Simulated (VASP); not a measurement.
# Fe (Im-3m) in VASP: single point with PBE

Aim: the single point of Fe with PBE.

Everything below comes from runs of VASP 6.6.1. Logs are shortened: lines on timing, memory, paths and dates and some standing lists are left out, and cuts for length are marked.

## Step 1: The cell of the first run

Symmetry: Im-3m, No. 229, cubic system. The conventional cell has a = 2.895 Å, b = 2.895 Å, c = 2.895 Å, α = 90.00°, β = 90.00°, γ = 90.00°. Within 3.3 Å of Fe (site symmetry m-3m) lie 14 Fe at 2.51 to 2.90 Å.

## Step 2: Single point, PBE, collinear spin, ferromagnetic start

INCAR

```
SYSTEM = Fe
  ALGO = Normal
  EDIFF = 1E-6
  ENCUT = 600
  GGA = PE
  GGA_COMPAT = .False.
  ISIF = 2
  ISMEAR = 0
  ISPIN = 2
  ISYM = 0
  LASPH = .True.
  LCHARG = .False.
  LMAXMIX = 4
  LORBIT = 11
  LREAL = .False.
  LWAVE = .False.
  MAGMOM = 4 4
  NBANDS = 19
  NELM = 200
  PREC = Accurate
  SIGMA = 0.05
```

KPOINTS

```
k-points
0
Gamma
  12 7 13
  0 0 0
```

POSCAR

```
Fe
1.0
    0.0000000000      0.0000000000     -2.8950000000
    2.8950000000     -2.8950000000      0.0000000000
   -1.4475000000     -1.4475000000      1.4475000000
Fe
2
Direct
    0.0000000000      0.0000000000      0.0000000000
    0.5000000000      0.5000000000      0.0000000000
```

Potentials or basis: VASP PAW PBE potentials, release 64 (Fe).

Started as:

```
$ cat potpaw_PBE.64/Fe/POTCAR > POTCAR
$ mpirun -np 1 vasp_std > vasp.out
```

OUTCAR:

```text
SYSTEM = Fe
   EDIFF = 1E-6
   ENCUT = 600
   GGA = PE
   ISIF = 2
   ISMEAR = 0
   ISPIN = 2
   ISYM = 0
   LASPH = .True.
   LORBIT = 11
   LREAL = .False.
   NELM = 200
   PREC = Accurate

 ion  position               nearest neighbor table
   1  0.000  0.000  0.000-   2 2.51   2 2.51   2 2.51   2 2.51   2 2.90   2 2.90   2 2.90   2 2.90

   2  0.500  0.500  0.000-   1 2.51   1 2.51   1 2.51   1 2.51   1 2.90   1 2.90   1 2.90   1 2.90

IMPORTANT INFORMATION: All symmetrisations will be switched off!
NOSYMM: (Re-)initialisation of all symmetry stuff for point group C_1.

----------------------------------------------------------------------------------------

                                     Primitive cell

  volume of cell :      24.2631

  direct lattice vectors                    reciprocal lattice vectors
     0.000000000  0.000000000 -2.895000000    -0.172711572 -0.172711572 -0.345423143
     2.895000000 -2.895000000  0.000000000     0.172711572 -0.172711572  0.000000000
    -1.447500000 -1.447500000  1.447500000    -0.345423143 -0.345423143  0.000000000

  length of vectors
     2.895000000  4.094148263  2.507143544     0.423055223  0.244251047  0.488502094

  position of ions in fractional coordinates (direct lattice)
     0.000000000  0.000000000  0.000000000
     0.500000000  0.500000000  0.000000000

  ion indices of the primitive-cell ions
   primitive index   ion index
                 1           1
                 2           2

----------------------------------------------------------------------------------------

 KPOINTS: k-points

Automatic generation of k-mesh.
 Grid dimensions read from file:
 generate k-points for:   12    7   13

 Generating k-lattice:

  Cartesian coordinates                     Fractional coordinates (reciprocal lattice)
    -0.014392631 -0.014392631 -0.028785262     0.083333333  0.000000000  0.000000000
     0.024673082 -0.024673082  0.000000000     0.000000000  0.142857143  0.000000000
    -0.026571011 -0.026571011  0.000000000     0.000000000  0.000000000  0.076923077

  Length of vectors
     0.035254602  0.034893007  0.037577084

  Shift w.r.t. Gamma in fractional coordinates (k-lattice)
     0.000000000  0.000000000  0.000000000

 -----------------------------------------------------------------------------
|                                                                             |
|           W    W    AA    RRRRR   N    N  II  N    N   GGGG   !!!           |
|           W    W   A  A   R    R  NN   N  II  NN   N  G    G  !!!           |
|           W    W  A    A  R    R  N N  N  II  N N  N  G       !!!           |
|           W WW W  AAAAAA  RRRRR   N  N N  II  N  N N  G  GGG   !            |
|           WW  WW  A    A  R   R   N   NN  II  N   NN  G    G                |
|           W    W  A    A  R    R  N    N  II  N    N   GGGG   !!!           |
|                                                                             |
|     Your reciprocal lattice and k-lattice belong to different lattice       |
|     classes:                                                                |
|                                                                             |
|        The reciprocal lattice is base centered orthorhombic,                |
|        whereas your k-lattice is simple monoclinic.                         |
|                                                                             |
|     Results are often still useful ...                                      |
|                                                                             |
 -----------------------------------------------------------------------------

 WARNING: IBZKPT: internal override: KBLOWUP is changed to .FALSE.
      ... skipping the blow-up phase ...

 Subroutine IBZKPT returns following result:
 ===========================================

 Found    547 irreducible k-points:

 Following reciprocal coordinates:
            Coordinates               Weight
  0.000000  0.000000  0.000000      1.000000
  0.083333  0.000000  0.000000      2.000000
  0.166667  0.000000  0.000000      2.000000
  0.250000  0.000000  0.000000      2.000000
  0.333333  0.000000  0.000000      2.000000
  0.416667  0.000000  0.000000      2.000000
[... 16 lines left out ...]
  0.250000  0.285714  0.000000      2.000000
  0.333333  0.285714 -0.000000      2.000000
 [... further k-points ...]
   k-points           NKPTS =    547   k-points in BZ     NKDIM =    547   number of bands    NBANDS=     19
   number of dos      NEDOS =    301   number of ions     NIONS =      2
   total plane-waves  NPLWV =  17280
   dimension x,y,z NGX =    24 NGY =   36 NGZ =   20
   dimension x,y,z NGXF=    48 NGYF=   72 NGZF=   40
   ions per type =               2
   NGX,Y,Z   is equivalent  to a cutoff of  13.78, 14.62, 13.26 a.u.
   NGXF,Y,Z  is equivalent  to a cutoff of  27.56, 29.24, 26.52 a.u.
 SYSTEM =  Fe
   PREC   = accura    normal or accurate (medium, high low for compatibility)
   ISTART =      0    job   : 0-new  1-cont  2-samecut
   ICHARG =      2    charge: 1-file 2-atom 10-const
   ISPIN  =      2    spin polarized calculation?
   LNONCOLLINEAR =      F non collinear calculations
   LSORBIT =      F    spin-orbit coupling
   LASPH  =      T    aspherical Exc in radial PAW
   ENCUT  =  600.0 eV  44.10 Ry    6.64 a.u.   5.78  8.18  5.01*2*pi/ulx,y,z
   NELM   =    200;   NELMIN=  2; NELMDL= -5     # of ELM steps
   EDIFF  = 0.1E-05   stopping-criterion for ELM
   LREAL  =      F    real-space projection
   EDIFFG = 0.1E-04   stopping-criterion for IOM
   NSW    =      0    number of steps for IOM
   IBRION =     -1    ionic relax: 0-MD 1-quasi-New 2-CG
   NFREE  =      0    steps in history (QN), initial steepest desc. (CG)
   ISIF   =      2    stress and relaxation
   ISYM   =      0    0-nonsym 1-usesym 2-fastsym
   POTIM  = 0.5000    time-step for ionic-motion
   TEBEG  =    0.0;   TEEND  =   0.0 temperature during run
   PSTRESS=    0.0 pullay stress
   NELECT =      16.0000    total number of electrons
   NUPDOWN=      -1.0000    fix difference up-down
   EMIN   =  10.00;   EMAX   =-10.00  energy-range for DOS
   EFERMI =   0.00;   METHOD = LEGACY
   ISMEAR =     0;   SIGMA  =   0.05  broadening in eV -4-tet -1-fermi 0-gaus
   EFERMI_NEDOS =   21; number of points for ismear=-14 and -15
   IALGO  =     38    algorithm
   IMIX   =      4    mixing-type and parameters
     AMIX     =   0.40;   BMIX     =  1.00
     AMIX_MAG =   1.60;   BMIX_MAG =  1.00
  volume/ion in A,a.u.               =      12.13        81.87
  Fermi-wavevector in a.u.,A,eV,Ry     =   1.424950  2.692765 27.626387  2.030482
  Thomas-Fermi vector in A             =   2.545386
   LORBIT       =     11    0 simple, 1 ext, 2 COOP (PROOUT), +10 PAW based schemes
   GGA     = PE    functional components
   LHFCALC =     F    Hartree Fock is set to
   AEXX    =    0.0000 exact exchange contribution
   IVDW    =     0    specifies the selected vdW correction
   LEPSILON=     F    determine dielectric tensor
   LRPA    =     F    only Hartree local field effects (RPA)
 spin polarized calculation
 Gauss-broadening in eV      SIGMA  =   0.05
  energy-cutoff  :      600.00
  volume of cell :       24.26
 maximum number of plane-waves:       831
   NGX = 11   NGY = 17   NGZ =  9

 number of electron      15.9999993 magnetization       4.6002046

 Free energy of the ion-electron system (eV)
  ---------------------------------------------------
  ext. energy  EPLUGINS =         0.00000000
  ---------------------------------------------------
  free energy    TOTEN  =       -16.42758997 eV

  energy without entropy =      -16.42478751  energy(sigma->0) =      -16.42618874

 E-fermi :   5.1359     XC(G=0): -12.7460

 val. band max:        5.1352660227   @ k =   0.4167   0.4286   0.1538
 cond. band min:       5.1360820328   @ k =   0.0000   0.0000   0.0769
 fundamental gap:      0.0008160101
 Fermi energy:         5.1358961167

 spin component 1

 k-point     1 :       0.0000    0.0000    0.0000
  band No.  band energies     occupation
      1      -2.8778      1.00000
      2       0.5831      1.00000
      3       1.9977      1.00000
      4       2.9689      1.00000
      5       2.9742      1.00000
      6       2.9749      1.00000
[... 11 lines left out ...]
     18      29.5543      0.00000
     19      29.5558      0.00000

 k-point     2 :       0.0833    0.0000    0.0000
  band No.  band energies     occupation
      1      -2.6731      1.00000
      2       0.7123      1.00000
      3       2.0231      1.00000
      4       2.9288      1.00000
      5       2.9536      1.00000
      6       3.0842      1.00000
[... 476 lines left out ...]
 k-point    24 :       0.3333    0.2857   -0.0000
  band No.  band energies     occupation
      1       0.1643      1.00000
      2       1.1975      1.00000
      3       2.0909      1.00000
      4       2.2616      1.00000
      5       2.9488      1.00000
      6       3.1549      1.00000
[... 11 lines left out ...]
     18      26.2019      0.00000
     19      28.2026      0.00000

 [... further k-points ...]

 spin component 2

 k-point     1 :       0.0000    0.0000    0.0000
  band No.  band energies     occupation
      1      -2.7260      1.00000
      2       1.9212      1.00000
      3       3.8250      1.00000
      4       5.0049      0.99989
      5       5.0087      0.99984
      6       5.0105      0.99981
[... 11 lines left out ...]
     18      29.2630      0.00000
     19      29.2665      0.00000

 k-point     2 :       0.0833    0.0000    0.0000
  band No.  band energies     occupation
      1      -2.5204      1.00000
      2       2.0696      1.00000
      3       3.8398      1.00000
      4       4.9559      1.00000
      5       4.9805      0.99999
      6       5.1262      0.60845
[... 476 lines left out ...]
 k-point    24 :       0.3333    0.2857   -0.0000
  band No.  band energies     occupation
      1       0.6842      1.00000
      2       2.4971      1.00000
      3       3.8635      1.00000
      4       4.1433      1.00000
      5       4.3742      1.00000
      6       4.6481      1.00000
[... 11 lines left out ...]
     18      26.8848      0.00000
     19      28.5662      0.00000

 [... further k-points ...]

------------------------ aborting loop because EDIFF is reached ----------------------------------------

  FORCE on cell =-STRESS in cart. coord.  units (eV):
  Direction    XX          YY          ZZ          XY          YZ          ZX
  --------------------------------------------------------------------------------------
  -------------------------------------------------------------------------------------
  Total       -1.6001689     -1.6001864     -1.6576012     -0.0014395     -0.0342469     -0.0342508
  in kB     -105.6648928   -105.6660460   -109.4573473     -0.0950550     -2.2614425     -2.2617043
  external PRESSURE =    -106.9294287 kB  Pullay stress =       0.0000000 kB

 VOLUME and BASIS-vectors are now :
 -----------------------------------------------------------------------------
  energy-cutoff  :      600.00
  volume of cell :       24.26
      direct lattice vectors                 reciprocal lattice vectors
     0.000000000  0.000000000 -2.895000000    -0.172711572 -0.172711572 -0.345423143
     2.895000000 -2.895000000  0.000000000     0.172711572 -0.172711572  0.000000000
    -1.447500000 -1.447500000  1.447500000    -0.345423143 -0.345423143  0.000000000

 POSITION                                       TOTAL-FORCE (eV/Angst)
 -----------------------------------------------------------------------------------
      0.00000      0.00000      0.00000         0.000000      0.000000     -0.000000
      1.44750     -1.44750     -1.44750        -0.000000     -0.000000      0.000000
 -----------------------------------------------------------------------------------
    total drift:                                0.000001     -0.000000      0.000000

  FREE ENERGIE OF THE ION-ELECTRON SYSTEM (eV)
  ---------------------------------------------------
  free  energy   TOTEN  =       -16.4275899718 eV

  energy  without entropy=      -16.4247875122  energy(sigma->0) =      -16.42618874

 total charge

# of ion       s       p       d       tot
------------------------------------------
    1        0.459   0.483   6.198   7.141
    2        0.459   0.483   6.198   7.141
--------------------------------------------------
tot          0.919   0.967  12.397  14.282

 magnetization (x)

# of ion       s       p       d       tot
------------------------------------------
    1       -0.015  -0.055   2.379   2.310
    2       -0.015  -0.055   2.379   2.310
--------------------------------------------------
tot         -0.029  -0.109   4.759   4.620
```

Wall time 2.7 min (1 thread of Intel Xeon 6975P-C (Granite Rapids), shared host); peak memory 0.5 GiB.

Results:

| Quantity | Value |
| --- | --- |
| Free energy | -16.4276 eV |
| Pressure | -10.7 GPa |
| Net moment | 4.60 μB per cell |
| Site moments | Fe +2.31 μB |
| Valence electrons inside the program's atomic spheres | Fe 7.14 |

Stress tensor (GPa, compression positive):
```
-10.57  -0.01  -0.23
 -0.01 -10.57  -0.23
 -0.23  -0.23 -10.95
```

Levels at points of the mesh, in eV from the Fermi level:
Spin up:
```tsv
k point	band 6	band 7	band 8	band 9	band 10	band 11	band 12	band 13	band 14	band 15
(0.00, 0.00, 0.00)	-2.16	-1.07	-1.06	-1.01	-0.90	0.27	0.58	6.81	17.85	19.24
(0.50, 0.00, 0.00)	-2.50	-1.10	-1.10	-0.71	-0.71	2.13	2.13	10.53	10.53	11.31
```
Spin down:
```
           k point  band 3  band 4  band 5  band 6  band 7  band 8  band 9  band 10
(0.00, 0.00, 0.00)   -1.31   -0.13   -0.13   -0.13    0.66    1.62    1.76     1.76
(0.50, 0.00, 0.00)   -1.33   -1.33   -0.94   -0.94    1.48    1.48    1.99     1.99
```

Caveat: the cell stands under tension.
